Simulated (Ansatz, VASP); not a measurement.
Two plane-wave programs on Tl2CuO4

```
Tl Cu O
1.0
    -1.94032    1.94032    5.85369
     1.94032   -1.94032    5.85369
     1.94032    1.94032   -5.85369
Tl Cu O
2 1 4
Direct
  0.34938 0.34938 0.00000
  0.65062 0.65062 0.00000
  0.00000 0.00000 0.00000
  0.00000 0.50000 0.50000
  0.50000 0.00000 0.50000
  0.25000 0.75000 0.50000
  0.75000 0.25000 0.50000
```

Alike in both runs: task single point; functional PBE; k mesh 10 × 10 × 10; occupations fermi-dirac, width 0.05 eV; no spin polarisation.

|  | VASP | Ansatz |
| --- | --- | --- |
| version | VASP 6.6.1 | Ansatz 0.2.0 |
| potentials or method | VASP PAW PBE potentials, release 64 (Tl_d, Cu, O) | Ansatz PAW |
| plane-wave cutoff (eV) | 520 | 420 |
| valence electrons in the cell | 61 | 69 |

VASP gave:

| Quantity | Value |
| --- | --- |
| gap on the k mesh at the Fermi level (eV) | none |
| pressure (GPa) | 5.9 |
| traceless stress, the component that is largest in VASP (GPa) | -0.85 |
| rms of the force components (eV/Å) | 0.045 |

Task: What did Ansatz give for the same quantities?

Result: gap on the k mesh at the Fermi level (eV): none; pressure (GPa): 5.5; traceless stress, the component that is largest in VASP (GPa): -0.53; rms of the force components (eV/Å): 0.036.

Atom by atom the forces differ by 0.009 eV/Å (rms over components). A gap of «none» marks a metal or a gap that the smearing closes. With one functional, cell and mesh, what is left measures potentials, basis and numerics. VASP's potentials hold 61 valence electrons a cell and Ansatz's 69, so a difference there can come from the potentials and not from the codes.

Neither program's run includes spin-orbit coupling.
